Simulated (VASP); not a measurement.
# ZnO (P6_3mc) in VASP: further runs, part 2 of 3

VASP 6.6.1. Earlier steps stand in the parts before.

## (3) Single point, PBE

This run uses another cell than the first one, of 11.81 Å³/atom, 1.031 times its volume.

File INCAR:

```
PREC = Accurate
ENCUT = 520
EDIFF = 1E-7
ISMEAR = -1
SIGMA = 0.02
LREAL = False
LASPH = True
NELM = 80
ALGO = Normal
ISIF = 2
LWAVE = False
LCHARG = False
GGA = PE
NBANDS = 26
```

File KPOINTS:

```
Automatic mesh
0
Gamma
  12 12 6
```

File POSCAR:

```
ZnO
1.0
    3.2353408696      0.0000000000      0.0000000000
   -1.6176704348      2.8018873830      0.0000000000
    0.0000000000      0.0000000000      5.2109518453
Zn O
2 2
Direct
    0.3333333333      0.6666666667     -0.0023477531
    0.6666666667      0.3333333333      0.4976522469
    0.3333333333      0.6666666667      0.3773477531
    0.6666666667      0.3333333333      0.8773477531
```

Potentials or basis: VASP PAW PBE potentials, release 64 (Zn, O).

Run with:

```
> cat potpaw_PBE.64/Zn/POTCAR potpaw_PBE.64/O/POTCAR > POTCAR
> mpirun -np 1 vasp_std > vasp.out
```

OUTCAR:

```text
PREC = Accurate
   ENCUT = 520
   EDIFF = 1E-7
   ISMEAR = -1
   LREAL = False
   LASPH = True
   NELM = 80
   ISIF = 2
   GGA = PE

 ion  position               nearest neighbor table
   1  0.333  0.667  0.998-   4 1.97   4 1.97   4 1.97   3 1.98
   2  0.667  0.333  0.498-   3 1.97   3 1.97   3 1.97   4 1.98
   3  0.333  0.667  0.377-   2 1.97   2 1.97   2 1.97   1 1.98
   4  0.667  0.333  0.877-   1 1.97   1 1.97   1 1.97   2 1.98

  LATTYP: Found a hexagonal cell.
 ALAT       =     3.2353408696
 C/A-ratio  =     1.6106345685

  Lattice vectors:

 A1 = (   3.2353408696,   0.0000000000,   0.0000000000)
 A2 = (  -1.6176704348,   2.8018873830,   0.0000000000)
 A3 = (   0.0000000000,   0.0000000000,   5.2109518453)

Analysis of symmetry for initial positions (statically):
=====================================================================
 Subroutine PRICEL returns:
 Original cell was already a primitive cell.

 Routine SETGRP: Setting up the symmetry group for a
 hexagonal supercell.

 Subroutine GETGRP returns: Found 12 space group operations
 (whereof  6 operations were pure point group operations)
 out of a pool of 24 trial point group operations.

The static configuration has the point symmetry C_3v.
 The point group associated with its full space group is C_6v.

Analysis of symmetry for dynamics (positions and initial velocities):
=====================================================================
 Subroutine PRICEL returns:
 Original cell was already a primitive cell.

 Routine SETGRP: Setting up the symmetry group for a
 hexagonal supercell.

 Subroutine GETGRP returns: Found 12 space group operations
 (whereof  6 operations were pure point group operations)
 out of a pool of 24 trial point group operations.

The dynamic configuration has the point symmetry C_3v.
 The point group associated with its full space group is C_6v.

 Subroutine INISYM returns: Found 12 space group operations
 (whereof  6 operations are pure point group operations),
 and found     1 'primitive' translations

----------------------------------------------------------------------------------------

                                     Primitive cell

  volume of cell :      47.2376

  direct lattice vectors                    reciprocal lattice vectors
     3.235340870  0.000000000  0.000000000     0.309086443  0.178451141  0.000000000
    -1.617670435  2.801887383  0.000000000     0.000000000  0.356902282  0.000000000
     0.000000000  0.000000000  5.210951845     0.000000000  0.000000000  0.191903520

  length of vectors
     3.235340870  3.235340870  5.210951845     0.356902282  0.356902282  0.191903520

  position of ions in fractional coordinates (direct lattice)
     0.333333333  0.666666667  0.997652247
     0.666666667  0.333333333  0.497652247
     0.333333333  0.666666667  0.377347753
     0.666666667  0.333333333  0.877347753

  ion indices of the primitive-cell ions
   primitive index   ion index
                 1           1
                 2           2
                 3           3
                 4           4

----------------------------------------------------------------------------------------

 KPOINTS: Automatic mesh

Automatic generation of k-mesh.
 Grid dimensions read from file:
 generate k-points for:   12   12    6

 Generating k-lattice:

  Cartesian coordinates                     Fractional coordinates (reciprocal lattice)
     0.025757204  0.014870928  0.000000000     0.083333333  0.000000000  0.000000000
     0.000000000  0.029741857  0.000000000     0.000000000  0.083333333  0.000000000
     0.000000000  0.000000000  0.031983920     0.000000000  0.000000000  0.166666667

  Length of vectors
     0.029741857  0.029741857  0.031983920

  Shift w.r.t. Gamma in fractional coordinates (k-lattice)
     0.000000000  0.000000000  0.000000000

 Subroutine IBZKPT returns following result:
 ===========================================

 Found     76 irreducible k-points:

 Following reciprocal coordinates:
            Coordinates               Weight
  0.000000  0.000000  0.000000      1.000000
  0.083333  0.000000  0.000000      6.000000
  0.166667  0.000000  0.000000      6.000000
  0.250000  0.000000  0.000000      6.000000
  0.333333  0.000000  0.000000      6.000000
  0.416667  0.000000  0.000000      6.000000
[... 16 lines left out ...]
  0.250000  0.000000  0.166667     12.000000
  0.333333  0.000000  0.166667     12.000000
 [... further k-points ...]
   k-points           NKPTS =     76   k-points in BZ     NKDIM =     76   number of bands    NBANDS=     26
   number of dos      NEDOS =    301   number of ions     NIONS =      4
   total plane-waves  NPLWV =  23040
   dimension x,y,z NGX =    24 NGY =   24 NGZ =   40
   dimension x,y,z NGXF=    48 NGYF=   48 NGZF=   80
   ions per type =               2   2
   NGX,Y,Z   is equivalent  to a cutoff of  12.33, 12.33, 12.76 a.u.
   NGXF,Y,Z  is equivalent  to a cutoff of  24.66, 24.66, 25.52 a.u.
 SYSTEM =  unknown system
   PREC   = accura    normal or accurate (medium, high low for compatibility)
   ISTART =      0    job   : 0-new  1-cont  2-samecut
   ICHARG =      2    charge: 1-file 2-atom 10-const
   ISPIN  =      1    spin polarized calculation?
   LNONCOLLINEAR =      F non collinear calculations
   LSORBIT =      F    spin-orbit coupling
   LASPH  =      T    aspherical Exc in radial PAW
   ENCUT  =  520.0 eV  38.22 Ry    6.18 a.u.   6.02  6.02  9.69*2*pi/ulx,y,z
   NELM   =     80;   NELMIN=  2; NELMDL= -5     # of ELM steps
   EDIFF  = 0.1E-06   stopping-criterion for ELM
   LREAL  =      F    real-space projection
   EDIFFG = 0.1E-05   stopping-criterion for IOM
   NSW    =      0    number of steps for IOM
   IBRION =     -1    ionic relax: 0-MD 1-quasi-New 2-CG
   NFREE  =      0    steps in history (QN), initial steepest desc. (CG)
   ISIF   =      2    stress and relaxation
   ISYM   =      2    0-nonsym 1-usesym 2-fastsym
   POTIM  = 0.5000    time-step for ionic-motion
   TEBEG  =    0.0;   TEEND  =   0.0 temperature during run
   PSTRESS=    0.0 pullay stress
   NELECT =      36.0000    total number of electrons
   NUPDOWN=      -1.0000    fix difference up-down
   EMIN   =  10.00;   EMAX   =-10.00  energy-range for DOS
   EFERMI =   0.00;   METHOD = LEGACY
   ISMEAR =    -1;   SIGMA  =   0.02  broadening in eV -4-tet -1-fermi 0-gaus
   EFERMI_NEDOS =   21; number of points for ismear=-14 and -15
   IALGO  =     38    algorithm
   IMIX   =      4    mixing-type and parameters
     AMIX     =   0.40;   BMIX     =  1.00
     AMIX_MAG =   1.60;   BMIX_MAG =  1.00
  volume/ion in A,a.u.               =      11.81        79.69
  Fermi-wavevector in a.u.,A,eV,Ry     =   1.495362  2.825825 30.424099  2.236108
  Thomas-Fermi vector in A             =   2.607517
   LORBIT       =      0    0 simple, 1 ext, 2 COOP (PROOUT), +10 PAW based schemes
   GGA     = PE    functional components
   LHFCALC =     F    Hartree Fock is set to
   AEXX    =    0.0000 exact exchange contribution
   IVDW    =     0    specifies the selected vdW correction
   LEPSILON=     F    determine dielectric tensor
   LRPA    =     F    only Hartree local field effects (RPA)
 non-spin polarized calculation
  energy-cutoff  :      520.00
  volume of cell :       47.24
 maximum number of plane-waves:      1296
   NGX = 13   NGY = 13   NGZ = 19

 number of electron      36.0000032 magnetization

 Free energy of the ion-electron system (eV)
  ---------------------------------------------------
  ext. energy  EPLUGINS =         0.00000000
  ---------------------------------------------------
  free energy    TOTEN  =       -17.80855320 eV

  energy without entropy =      -17.80855320  energy(sigma->0) =      -17.80855320

 E-fermi :   1.6836     XC(G=0): -10.9525

 val. band max:        1.2768490656   @ k =   0.0000   0.0000   0.0000
 cond. band min:       2.0703200281   @ k =   0.0000   0.0000   0.0000
 fundamental gap:      0.7934709625
 Fermi energy:         1.6836419738

 k-point     1 :       0.0000    0.0000    0.0000
  band No.  band energies     occupation
      1     -16.8801      2.00000
      2     -16.1462      2.00000
      3      -4.4617      2.00000
      4      -4.4617      2.00000
      5      -4.4233      2.00000
      6      -4.4080      2.00000
[... 18 lines left out ...]
     25      15.4833      0.00000
     26      15.4833      0.00000
[... 644 lines left out ...]
      4      -4.5244      2.00000
      5      -4.2229      2.00000
      6      -4.0726      2.00000
[... 18 lines left out ...]
     25      14.7561      0.00000
     26      15.3580      0.00000

 [... further k-points ...]
[... 5 lines left out ...]
  --------------------------------------------------------------------------------------
  -------------------------------------------------------------------------------------
  Total        2.1035042      2.1035042      2.1379294      0.0000000      0.0000000      0.0000000
  in kB       71.3454348     71.3454349     72.5130498      0.0000000      0.0000000      0.0000000
  external PRESSURE =      71.7346398 kB  Pullay stress =       0.0000000 kB

 VOLUME and BASIS-vectors are now :
 -----------------------------------------------------------------------------
  energy-cutoff  :      520.00
  volume of cell :       47.24
      direct lattice vectors                 reciprocal lattice vectors
     3.235340870  0.000000000  0.000000000     0.309086443  0.178451141  0.000000000
    -1.617670435  2.801887383  0.000000000     0.000000000  0.356902282  0.000000000
     0.000000000  0.000000000  5.210951845     0.000000000  0.000000000  0.191903520

 POSITION                                       TOTAL-FORCE (eV/Angst)
 -----------------------------------------------------------------------------------
     -0.00000      1.86792      5.19872        -0.000000      0.000000      0.003186
      1.61767      0.93396      2.59324         0.000000      0.000000      0.003186
     -0.00000      1.86792      1.96634        -0.000000      0.000000     -0.003186
      1.61767      0.93396      4.57182         0.000000      0.000000     -0.003186
 -----------------------------------------------------------------------------------
    total drift:                                0.000001      0.000001     -0.004311

  FREE ENERGIE OF THE ION-ELECTRON SYSTEM (eV)
  ---------------------------------------------------
  free  energy   TOTEN  =       -17.8085532034 eV

  energy  without entropy=      -17.8085532034  energy(sigma->0) =      -17.80855320
```

OSZICAR:

```text
N       E                     dE             d eps       ncg     rms          rms(c)
DAV:   1     0.297714478281E+03    0.29771E+03   -0.18235E+04  3992   0.202E+03
DAV:   2     0.109744574433E+02   -0.28674E+03   -0.26894E+03  4156   0.413E+02
DAV:   3    -0.204412913191E+02   -0.31416E+02   -0.31020E+02  4412   0.139E+02
DAV:   4    -0.210481440640E+02   -0.60685E+00   -0.60539E+00  4326   0.198E+01
DAV:   5    -0.210511889576E+02   -0.30449E-02   -0.30447E-02  4296   0.145E+00    0.149E+01
DAV:   6    -0.176353590211E+02    0.34158E+01   -0.65864E+00  6212   0.613E+01    0.915E+00
DAV:   7    -0.178459198569E+02   -0.21056E+00   -0.29375E+00  4044   0.170E+01    0.546E+00
DAV:   8    -0.178565365659E+02   -0.10617E-01   -0.49478E-01  5860   0.753E+00    0.163E+00
DAV:   9    -0.178057208867E+02    0.50816E-01   -0.10323E-01  5818   0.638E+00    0.293E-01
DAV:  10    -0.178084543551E+02   -0.27335E-02   -0.37254E-02  3990   0.132E+00    0.133E-01
DAV:  11    -0.178085112326E+02   -0.56878E-04   -0.54767E-04  4264   0.219E-01    0.306E-02
DAV:  12    -0.178085513696E+02   -0.40137E-04   -0.75717E-05  4458   0.212E-01    0.199E-02
DAV:  13    -0.178085589789E+02   -0.76094E-05   -0.19169E-05  4508   0.914E-02    0.200E-02
DAV:  14    -0.178085533323E+02    0.56466E-05   -0.11791E-05  5226   0.400E-02    0.254E-03
DAV:  15    -0.178085532557E+02    0.76640E-07   -0.32361E-06  4068   0.156E-02    0.121E-03
DAV:  16    -0.178085532034E+02    0.52315E-07   -0.37645E-08  2188   0.231E-03
   1 F= -.17808553E+02 E0= -.17808553E+02  d E =-.805900E-11
```

stdout:

```text
POSCAR found type information on POSCAR ZnO
 POSCAR found :  2 types and       4 ions
 scaLAPACK will be used
 LDA part: xc-table for (Slater+PW92), standard interpolation
 POSCAR, INCAR and KPOINTS ok, starting setup
 FFT: planning ... GRIDC
 FFT: planning ... GRID_SOFT
 FFT: planning ... GRID
 WAVECAR not read
 entering main loop
```

Run time: 33 s. Hardware: 1 thread of Intel Xeon 6975P-C (Granite Rapids), shared host; peak memory 0.21 GiB.

Results:

| Item | Value |
| --- | --- |
| Free energy | -17.8086 eV |
| Pressure | 7.2 GPa |
| Largest force | 0.003 eV/Å |
| Band gap on the k mesh | 0.79 eV, direct |

Forces in eV/Å, atoms in the order of the input:
```
Zn   0.000  0.000  0.003
Zn   0.000  0.000  0.003
O    0.000  0.000 -0.003
O    0.000  0.000 -0.003
```

Levels at points of the mesh, in eV from the valence-band top:
| k point | band 14 | band 15 | band 16 | band 17 | band 18 | band 19 | band 20 | band 21 | band 22 | band 23 |
| --- | --- | --- | --- | --- | --- | --- | --- | --- | --- | --- |
| (0.00, 0.00, 0.00) | -0.80 | -0.80 | -0.09 | 0.00 | 0.00 | 0.79 | 5.25 | 8.23 | 12.93 | 12.93 |
| (0.50, 0.00, 0.00) | -3.58 | -2.85 | -2.29 | -1.30 | -0.85 | 5.81 | 6.87 | 7.59 | 8.55 | 10.62 |
| (0.00, 0.00, 0.50) | -2.25 | -0.40 | -0.40 | -0.40 | -0.40 | 3.47 | 3.47 | 10.10 | 10.10 | 13.22 |
| (0.50, 0.00, 0.50) | -3.77 | -1.53 | -1.53 | -1.39 | -1.39 | 5.72 | 5.72 | 8.47 | 8.47 | 11.32 |

## (4) Single point, PBE (epitaxial xy strain +0.5%)

File INCAR:

```
SYSTEM = ZnO
PREC = Accurate ; ENCUT = 520
EDIFF = 1E-7 ; ISMEAR = -1
SIGMA = 0.02 ; LREAL = .FALSE.
LASPH = .TRUE. ; NELM = 80
ALGO = Normal ; ISIF = 2
LWAVE = .FALSE. ; LCHARG = .FALSE.
GGA = PE ; NBANDS = 26
```

File KPOINTS:

```
regular mesh
0
G
  12 12 6
  0 0 0
```

File POSCAR:

```
ZnO
1.0
    3.2515175740      0.0000000000      0.0000000000
   -1.6257587870      2.8158968199      0.0000000000
    0.0000000000      0.0000000000      5.1847759736
Zn O
2 2
Direct
    0.3333333333      0.6666666667     -0.0036034036
    0.6666666667      0.3333333333      0.4963965964
    0.3333333333      0.6666666667      0.3786034036
    0.6666666667      0.3333333333      0.8786034036
```

Run with:

```
> cat potpaw_PBE.64/Zn/POTCAR potpaw_PBE.64/O/POTCAR > POTCAR
> mpirun -np 1 vasp_std > vasp.out
```

Wall time 32 s (1 thread of Intel Xeon 6975P-C (Granite Rapids), shared host); peak memory 0.21 GiB.

The run converged. Its results:

- Free energy: -17.8174 eV
- Pressure: 6.4 GPa
- Largest force: 0.007 eV/Å
- Band gap on the k mesh: 0.80 eV, direct

Forces on the atoms (eV/Å):
```
Zn   0.000  0.000 -0.007
Zn   0.000  0.000 -0.007
O    0.000  0.000  0.007
O    0.000  0.000  0.007
```

Stress tensor (GPa, compression positive):
```
5.97 0.00 0.00
0.00 5.97 0.00
0.00 0.00 7.17
```

Levels at points of the mesh, in eV from the valence-band top:
```csv
k point,band 16,band 17,band 18,band 19,band 20,band 21
"(0.00, 0.00, 0.00)",-0.08,0.00,0.00,0.80,5.19,8.30
"(0.50, 0.00, 0.00)",-2.29,-1.26,-0.86,5.78,6.86,7.67
"(0.00, 0.00, 0.50)",-0.39,-0.39,-0.39,3.47,3.47,10.14
"(0.50, 0.00, 0.50)",-1.53,-1.33,-1.33,5.73,5.73,8.44
```

Caveat: the cell differs from its parent crystal (epitaxial xy strain +0.5%).

## (5) Single point, PBE (epitaxial xy strain +4.0%)

File INCAR:

```
SYSTEM = ZnO
PREC     = Accurate       ! precision mode
ENCUT    = 520            ! plane-wave cutoff, eV
EDIFF    = 1E-7           ! SCF threshold, eV
ISMEAR   = -1             ! smearing method
SIGMA    = 0.02           ! smearing width, eV
LREAL    = .False.        ! projectors in reciprocal space
LASPH    = .True.         ! aspherical terms in the spheres
NELM     = 60             ! most SCF steps
ALGO     = Normal         ! electronic algorithm
ISIF     = 2              ! what is computed and relaxed
LWAVE    = .False.        ! write WAVECAR
LCHARG   = .False.        ! write CHGCAR
GGA      = PE             ! functional
NBANDS   = 26             ! bands
```

File KPOINTS:

```
regular mesh
0
Gamma
  12 12 6
  0 0 0
```

File POSCAR:

```
ZnO
1.0
    3.3647545044      0.0000000000      0.0000000000
   -1.6823772522      2.9139628783      0.0000000000
    0.0000000000      0.0000000000      4.9764103583
Zn O
2 2
Direct
    0.3333333333      0.6666666667     -0.0137324436
    0.6666666667      0.3333333333      0.4862675564
    0.3333333333      0.6666666667      0.3887324436
    0.6666666667      0.3333333333      0.8887324436
```

Run with:

```
> cat potpaw_PBE.64/Zn/POTCAR potpaw_PBE.64/O/POTCAR > POTCAR
> mpirun -np 1 vasp_std > vasp.out
```

Wall time 50 s (1 thread of Intel Xeon 6975P-C (Granite Rapids), shared host); peak memory 0.22 GiB.

Results (log left out):

```yaml
Free_energy: -17.7857 eV
Pressure: 1.6 GPa
Largest_force: 0.043 eV/Å
Band_gap_on_the_k_mesh: 0.82 eV, direct
```

Forces in eV/Å, atoms in the order of the input:
```
Zn   0.000  0.000 -0.043
Zn   0.000  0.000 -0.043
O    0.000  0.000  0.043
O    0.000  0.000  0.043
```

Stress tensor (GPa, compression positive):
```
-1.02  0.00  0.00
 0.00 -1.02  0.00
 0.00  0.00  6.75
```

Levels at points of the mesh, in eV from the valence-band top:
| k point | band 14 | band 15 | band 16 | band 17 | band 18 | band 19 | band 20 | band 21 | band 22 | band 23 |
| --- | --- | --- | --- | --- | --- | --- | --- | --- | --- | --- |
| (0.00, 0.00, 0.00) | -0.79 | -0.79 | -0.10 | 0.00 | 0.00 | 0.82 | 4.85 | 8.86 | 12.08 | 12.08 |
| (0.50, 0.00, 0.00) | -3.52 | -2.58 | -2.32 | -1.09 | -0.90 | 5.61 | 6.74 | 7.92 | 8.30 | 10.98 |
| (0.00, 0.00, 0.50) | -2.04 | -0.38 | -0.38 | -0.38 | -0.38 | 3.58 | 3.58 | 10.51 | 10.51 | 12.32 |
| (0.50, 0.00, 0.50) | -3.61 | -1.56 | -1.56 | -0.93 | -0.93 | 5.83 | 5.83 | 8.26 | 8.26 | 11.17 |

Caveat: the cell differs from its parent crystal (epitaxial xy strain +4.0%).

[end of part 2 of 3]
